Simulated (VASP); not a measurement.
# C in VASP: further runs

The runs below take C through relaxation of the atoms, with PBE+D3(BJ).

Everything below comes from runs of VASP 6.6.1. Logs are shortened: lines on timing, memory, paths and dates and some standing lists are left out, and cuts for length are marked.

### 1 The cell of the first run

The cell holds a slab with vacuum, 4 atoms: a = 2.466 Å, b = 2.466 Å, c = 17.500 Å, α = 90.00°, β = 90.00°, γ = 120.00°.

### 2 Relaxation of the atoms, PBE+D3(BJ) (layers slid over each other)

The input, INCAR:

```
SYSTEM = C
  PREC = Accurate
  ENCUT = 520
  EDIFF = 1E-7
  ISMEAR = 0
  SIGMA = 0.1
  LREAL = .False.
  LASPH = .True.
  NELM = 60
  ALGO = Normal
  ISIF = 2
  LWAVE = .False.
  LCHARG = .False.
  LDIPOL = .True.
  IDIPOL = 3
  DIPOL = 0.5 0.5 0.354
  GGA = PE
  IVDW = 12
  IBRION = 2
  NSW = 40
  EDIFFG = -0.003
```

The input, KPOINTS:

```
Automatic mesh
0
Gamma
  15 15 1
  0 0 0
```

The input, POSCAR:

```
C
1.0
    2.4657189577      0.0000000000      0.0000000000
   -1.2328594788      2.1353752560      0.0000000000
    0.0000000000      0.0000000000     17.5000000000
C
4
Selective dynamics
Direct
    0.3333333333      0.6666666667      0.2571428571  F F F
    0.6666666667      0.3333333333      0.2571046921  F F T
    0.3333333333      1.0000000000      0.4510593039  F F T
    0.0000000000      1.3333333333      0.4510922346  F F T
```

Potentials or basis: VASP PAW PBE potentials, release 64 (C).

Started as:

```console
$ cat potpaw_PBE.64/C/POTCAR > POTCAR
$ mpirun -np 1 vasp_std > vasp.out
```

OUTCAR:

```text
SYSTEM = C
   PREC = Accurate
   ENCUT = 520
   EDIFF = 1E-7
   ISMEAR = 0
   LREAL = .False.
   LASPH = .True.
   NELM = 60
   ISIF = 2
   GGA = PE
   IVDW = 12
   IBRION = 2
   NSW = 40
   EDIFFG = -0.003
 IVDW          = 12

 ion  position               nearest neighbor table
   1  0.333  0.667  0.257-   2 1.42   2 1.42   2 1.42
   2  0.667  0.333  0.257-   1 1.42   1 1.42   1 1.42
   3  0.333  0.000  0.451-   4 1.42   4 1.42   4 1.42
   4  0.000  0.333  0.451-   3 1.42   3 1.42   3 1.42

  LATTYP: Found a hexagonal cell.
 ALAT       =     2.4657189577
 C/A-ratio  =     7.0973214305

  Lattice vectors:

 A1 = (   2.4657189577,   0.0000000000,   0.0000000000)
 A2 = (  -1.2328594788,   2.1353752560,   0.0000000000)
 A3 = (   0.0000000000,   0.0000000000,  17.5000000000)

Analysis of symmetry for initial positions (statically):
=====================================================================
 Subroutine PRICEL returns:
 Original cell was already a primitive cell.

 Routine SETGRP: Setting up the symmetry group for a
 hexagonal supercell.

 Subroutine GETGRP returns: Found  2 space group operations
 (whereof  1 operations were pure point group operations)
 out of a pool of 24 trial point group operations.

The static configuration has the point symmetry C_1 .
 The point group associated with its full space group is S_2 .

Analysis of symmetry for dynamics (positions and initial velocities):
=====================================================================
 Subroutine PRICEL returns:
 Original cell was already a primitive cell.

 Routine SETGRP: Setting up the symmetry group for a
 hexagonal supercell.

 Subroutine GETGRP returns: Found  2 space group operations
 (whereof  1 operations were pure point group operations)
 out of a pool of 24 trial point group operations.

The dynamic configuration has the point symmetry C_1 .
 The point group associated with its full space group is S_2 .

Analysis of constrained symmetry for selective dynamics:
=====================================================================
 Subroutine PRICEL returns:
 Original cell was already a primitive cell.

 Routine SETGRP: Setting up the symmetry group for a
 hexagonal supercell.

 Subroutine GETGRP returns: Found  1 space group operations
 (whereof  1 operations were pure point group operations)
 out of a pool of 24 trial point group operations.

The constrained configuration has the point symmetry C_1 .

 Subroutine INISYM returns: Found  1 space group operations
 (whereof  1 operations are pure point group operations),
 and found     1 'primitive' translations

----------------------------------------------------------------------------------------

                                     Primitive cell

  volume of cell :      92.1416

  direct lattice vectors                    reciprocal lattice vectors
     2.465718958  0.000000000  0.000000000     0.405561225  0.234150882  0.000000000
    -1.232859479  2.135375256  0.000000000     0.000000000  0.468301764  0.000000000
     0.000000000  0.000000000 17.500000000     0.000000000  0.000000000  0.057142857

  length of vectors
     2.465718958  2.465718958 17.500000000     0.468301764  0.468301764  0.057142857

  position of ions in fractional coordinates (direct lattice)
     0.333333333  0.666666667  0.257142857
     0.666666667  0.333333333  0.257104692
     0.333333333  0.000000000  0.451059304
     1.000000000  0.333333333  0.451092235

  ion indices of the primitive-cell ions
   primitive index   ion index
                 1           1
                 2           2
                 3           3
                 4           4

----------------------------------------------------------------------------------------

 KPOINTS: Automatic mesh

Automatic generation of k-mesh.
 Grid dimensions read from file:
 generate k-points for:   15   15    1

 Generating k-lattice:

  Cartesian coordinates                     Fractional coordinates (reciprocal lattice)
     0.027037415  0.015610059  0.000000000     0.066666667  0.000000000  0.000000000
     0.000000000  0.031220118  0.000000000     0.000000000  0.066666667  0.000000000
     0.000000000  0.000000000  0.057142857     0.000000000  0.000000000  1.000000000

  Length of vectors
     0.031220118  0.031220118  0.057142857

  Shift w.r.t. Gamma in fractional coordinates (k-lattice)
     0.000000000  0.000000000  0.000000000

 Subroutine IBZKPT returns following result:
 ===========================================

 Found    113 irreducible k-points:

 Following reciprocal coordinates:
            Coordinates               Weight
  0.000000  0.000000  0.000000      1.000000
  0.066667  0.000000  0.000000      2.000000
  0.000000  0.066667  0.000000      2.000000
 -0.066667  0.066667  0.000000      2.000000
  0.133333  0.000000  0.000000      2.000000
  0.000000  0.133333  0.000000      2.000000
[... 16 lines left out ...]
  0.066667  0.066667  0.000000      2.000000
 -0.066667  0.133333  0.000000      2.000000
 [... further k-points ...]
   k-points           NKPTS =    113   k-points in BZ     NKDIM =    113   number of bands    NBANDS=     12
   number of dos      NEDOS =    301   number of ions     NIONS =      4
   total plane-waves  NPLWV =  45360
   dimension x,y,z NGX =    18 NGY =   18 NGZ =  140
   dimension x,y,z NGXF=    36 NGYF=   36 NGZF=  280
   ions per type =               4
   NGX,Y,Z   is equivalent  to a cutoff of  12.14, 12.14, 13.30 a.u.
   NGXF,Y,Z  is equivalent  to a cutoff of  24.27, 24.27, 26.60 a.u.
 SYSTEM =  C
   PREC   = accura    normal or accurate (medium, high low for compatibility)
   ISTART =      0    job   : 0-new  1-cont  2-samecut
   ICHARG =      2    charge: 1-file 2-atom 10-const
   ISPIN  =      1    spin polarized calculation?
   LNONCOLLINEAR =      F non collinear calculations
   LSORBIT =      F    spin-orbit coupling
   LASPH  =      T    aspherical Exc in radial PAW
   ENCUT  =  520.0 eV  38.22 Ry    6.18 a.u.   4.58  4.58 32.54*2*pi/ulx,y,z
   NELM   =     60;   NELMIN=  2; NELMDL= -5     # of ELM steps
   EDIFF  = 0.1E-06   stopping-criterion for ELM
   LREAL  =      F    real-space projection
   EDIFFG = -.3E-02   stopping-criterion for IOM
   NSW    =     40    number of steps for IOM
   IBRION =      2    ionic relax: 0-MD 1-quasi-New 2-CG
   NFREE  =      1    steps in history (QN), initial steepest desc. (CG)
   ISIF   =      2    stress and relaxation
   ISYM   =      2    0-nonsym 1-usesym 2-fastsym
   POTIM  = 0.5000    time-step for ionic-motion
   TEBEG  =    0.0;   TEEND  =   0.0 temperature during run
   PSTRESS=    0.0 pullay stress
   NELECT =      16.0000    total number of electrons
   NUPDOWN=      -1.0000    fix difference up-down
   EMIN   =  10.00;   EMAX   =-10.00  energy-range for DOS
   EFERMI =   0.00;   METHOD = LEGACY
   ISMEAR =     0;   SIGMA  =   0.10  broadening in eV -4-tet -1-fermi 0-gaus
   EFERMI_NEDOS =   21; number of points for ismear=-14 and -15
   IALGO  =     38    algorithm
   IMIX   =      4    mixing-type and parameters
     AMIX     =   0.40;   BMIX     =  1.00
     AMIX_MAG =   1.60;   BMIX_MAG =  1.00
  volume/ion in A,a.u.               =      23.04       155.45
  Fermi-wavevector in a.u.,A,eV,Ry     =   0.913334  1.725951 11.349690  0.834179
  Thomas-Fermi vector in A             =   2.037833
   LORBIT       =      0    0 simple, 1 ext, 2 COOP (PROOUT), +10 PAW based schemes
   GGA     = PE    functional components
   LHFCALC =     F    Hartree Fock is set to
   AEXX    =    0.0000 exact exchange contribution
   IVDW    =    12    specifies the selected vdW correction
   LEPSILON=     F    determine dielectric tensor
   LRPA    =     F    only Hartree local field effects (RPA)
 conjugate gradient relaxation of ions
 non-spin polarized calculation
 Gauss-broadening in eV      SIGMA  =   0.10
  energy-cutoff  :      520.00
  volume of cell :       92.14
 maximum number of plane-waves:      2521
   NGX =  9   NGY =  9   NGZ = 65

--------------------------------------- Ionic step        1  -------------------------------------------

 number of electron      15.9999996 magnetization

 Free energy of the ion-electron system (eV)
  ---------------------------------------------------
  ext. energy  EPLUGINS =         0.00000000
  ---------------------------------------------------
  free energy    TOTEN  =       -36.87116693 eV

  energy without entropy =      -36.87112861  energy(sigma->0) =      -36.87114777

------------------------ aborting loop because EDIFF is reached ----------------------------------------

 Edisp (eV)   -0.47570

 E8    (eV) :    -0.1420
[... 111 lines left out ...]
  FREE ENERGIE OF THE ION-ELECTRON SYSTEM (eV)
  ---------------------------------------------------
  free  energy   TOTEN  =       -37.3468766632 eV

  energy  without entropy=      -37.3468380356  energy(sigma->0) =      -37.34685735

 dipolmoment           0.000000      0.000000      0.000072 electrons x Angstroem

[... ionic steps 4 to 13 ...]

--------------------------------------- Ionic step       14  -------------------------------------------

 number of electron      15.9999996 magnetization

------------------------ aborting loop because EDIFF is reached ----------------------------------------
[... 79 lines left out ...]
--------------------------------------- Ionic step       16  -------------------------------------------

 number of electron      15.9999996 magnetization

 dipolmoment           0.000000      0.000000     -0.000004 electrons x Angstroem

 Free energy of the ion-electron system (eV)
  ---------------------------------------------------
  ext. energy  EPLUGINS =         0.00000000
  ---------------------------------------------------
  free energy    TOTEN  =       -36.87796328 eV

  energy without entropy =      -36.87788877  energy(sigma->0) =      -36.87792602

 E-fermi :  -0.8330     XC(G=0):  -4.4456

 val. band max:       -0.9944715506   @ k =   0.3333   0.3333   0.0000
 cond. band min:      -0.6716384435   @ k =   0.3333   0.3333   0.0000
 fundamental gap:      0.3228331071
 Fermi energy:        -0.8330104466

 k-point     1 :       0.0000    0.0000    0.0000
  band No.  band energies     occupation
      1     -20.4061      2.00000
      2     -20.2874      2.00000
      3      -8.8533      2.00000
      4      -8.0178      2.00000
      5      -3.8674      2.00000
      6      -3.8671      2.00000
      7      -3.8608      2.00000
      8      -3.8605      2.00000
      9       2.5581      0.00000
     10       3.0214      0.00000
     11       3.9554      0.00000
     12       5.7195      0.00000
[... 331 lines left out ...]
 k-point    24 :      -0.0667    0.1333    0.0000
  band No.  band energies     occupation
      1     -20.0901      2.00000
      2     -19.9737      2.00000
      3      -8.4735      2.00000
      4      -7.6481      2.00000
      5      -5.0179      2.00000
      6      -5.0082      2.00000
      7      -4.5325      2.00000
      8      -4.5287      2.00000
      9       2.9825      0.00000
     10       3.4492      0.00000
     11       4.3842      0.00000
     12       6.1118      0.00000

 [... further k-points ...]

------------------------ aborting loop because EDIFF is reached ----------------------------------------

 vacuum level on the upper side and lower side of the slab       (xc-potential included)        -0.040        -0.035

 Edisp (eV)   -0.46956

 E8    (eV) :    -0.1399

  FORCE on cell =-STRESS in cart. coord.  units (eV):
  Direction    XX          YY          ZZ          XY          YZ          ZX
  --------------------------------------------------------------------------------------
  -------------------------------------------------------------------------------------
  Total       0.10026     0.11631    -0.02637     0.01390    -0.04215    -0.02434
  in kB       1.74341     2.02251    -0.45860     0.24173    -0.73293    -0.42318
  external pressure =        1.10 kB  Pullay stress =        0.00 kB
[... 19 lines left out ...]
  FREE ENERGIE OF THE ION-ELECTRON SYSTEM (eV)
  ---------------------------------------------------
  free  energy   TOTEN  =       -37.3475246821 eV

  energy  without entropy=      -37.3474501666  energy(sigma->0) =      -37.34748742

 reached required accuracy - stopping structural energy minimisation

 vacuum level on the upper side and lower side of the slab         3.418         3.419
```

Run time: 27 min. Hardware: 1 thread of Oxide Virtual Turin-like, shared host; peak memory 0.23 GiB.

Results:

```
Free energy                : -37.3475 eV
Energy gained by relaxing  : 0.2 meV/atom
Ionic steps                : 16
Dispersion energy per atom : -0.117 eV
```

Step by step:
```tsv
step	energy change (eV)	largest force on free atoms (eV/Å)	pressure (GPa)
1	0.0000	0.0203	0.14
2	0.0000	0.0164	0.14
3	0.0000	0.0221	0.14
4	0.0000	0.0219	0.14
5	-0.0001	0.0212	0.14
6	-0.0001	0.0197	0.14
7	-0.0002	0.0168	0.14
8	-0.0004	0.0112	0.13
9	-0.0006	0.0152	0.12
10	-0.0005	0.0321	0.10
11	-0.0006	0.0220	0.11
12	-0.0006	0.0344	0.11
13	-0.0007	0.0055	0.11
14	-0.0007	0.0054	0.11
15	-0.0007	0.0124	0.11
16	-0.0007	0.0005	0.11
```

Final structure:
```yaml
crystal:
  lattice:
    - [2.46572, 0.00000, 0.00000]
    - [-1.23286, 2.13538, 0.00000]
    - [0.00000, 0.00000, 17.50000]
  atoms:
    - { symbol: C, position: [0.33333, 0.66667, 0.25714] }
    - { symbol: C, position: [0.66667, 0.33333, 0.25714] }
    - { symbol: C, position: [0.33333, 0.00000, 0.45479] }
    - { symbol: C, position: [0.00000, 0.33333, 0.45479] }
```

Caveat: the cell differs from its parent crystal (layers slid over each other).

### 3 Relaxation of the atoms, PBE+D3(BJ) (layers slid over each other)

The input, INCAR:

```
ALGO = Normal
DIPOL = 0.5 0.5 0.356
EDIFF = 1E-6
EDIFFG = -0.003
ENCUT = 520
GGA = PE
IBRION = 2
IDIPOL = 3
ISIF = 2
ISMEAR = 0
IVDW = 12
LASPH = T
LCHARG = F
LDIPOL = T
LREAL = F
LWAVE = F
NELM = 60
NSW = 40
PREC = Accurate
SIGMA = 0.1
```

The input, KPOINTS:

```
k-points
0
Gamma
  15 15 1
```

The input, POSCAR:

```
C
1.0
    2.4657189577      0.0000000000      0.0000000000
   -1.2328594788      2.1353752560      0.0000000000
    0.0000000000      0.0000000000     17.5000000000
C
4
Selective dynamics
Direct
    0.3333333333      0.6666666667      0.2571383688  F F F
    0.6666666667      0.3333333333      0.2571428571  F F T
    0.5000000000      1.3333333333      0.4546010820  F F T
    0.1666666667      1.6666666667      0.4546008436  F F T
```

Potentials or basis: VASP PAW PBE potentials, release 64 (C).

Started as:

```console
$ cat potpaw_PBE.64/C/POTCAR > POTCAR
$ mpirun -np 1 vasp_std > vasp.out
```

Wall time 27 min (1 thread of Oxide Virtual Turin-like, shared host); peak memory 0.23 GiB.

The run converged. Its results:

| Property | Result |
| --- | --- |
| Free energy | -37.3416 eV |
| Energy gained by relaxing | 0.3 meV/atom |
| Ionic steps | 24 |
| Dispersion energy per atom | -0.116 eV |

The path:
```csv
step,energy change (eV),largest force on free atoms (eV/Å),pressure (GPa)
1,0.0000,0.0148,0.14
2,0.0000,0.0125,0.14
3,0.0000,0.0188,0.14
4,-0.0001,0.0161,0.14
5,-0.0001,0.0130,0.14
6,-0.0002,0.0133,0.14
7,-0.0004,0.0216,0.13
8,-0.0006,0.0647,0.13
9,-0.0006,0.0814,0.12
10,-0.0006,0.0802,0.12
11,-0.0007,0.0773,0.12
12,-0.0007,0.0711,0.12
13,-0.0008,0.0595,0.12
14,-0.0010,0.0364,0.11
15,-0.0009,0.0450,0.10
16,-0.0010,0.0245,0.10
17,-0.0010,0.0292,0.10
18,-0.0010,0.0255,0.10
19,-0.0010,0.0071,0.10
20,-0.0010,0.0066,0.10
21,-0.0010,0.0071,0.10
22,-0.0010,0.0055,0.10
23,-0.0010,0.0031,0.10
24,-0.0010,0.0017,0.10
```

Final structure:
```yaml
crystal:
  lattice:
    - [2.46572, 0.00000, 0.00000]
    - [-1.23286, 2.13538, 0.00000]
    - [0.00000, 0.00000, 17.50000]
  atoms:
    - { symbol: C, position: [0.33333, 0.66667, 0.25714] }
    - { symbol: C, position: [0.66667, 0.33333, 0.25714] }
    - { symbol: C, position: [0.50000, 0.33333, 0.45949] }
    - { symbol: C, position: [0.16667, 0.66667, 0.45949] }
```

Caveat: the cell differs from its parent crystal (layers slid over each other).
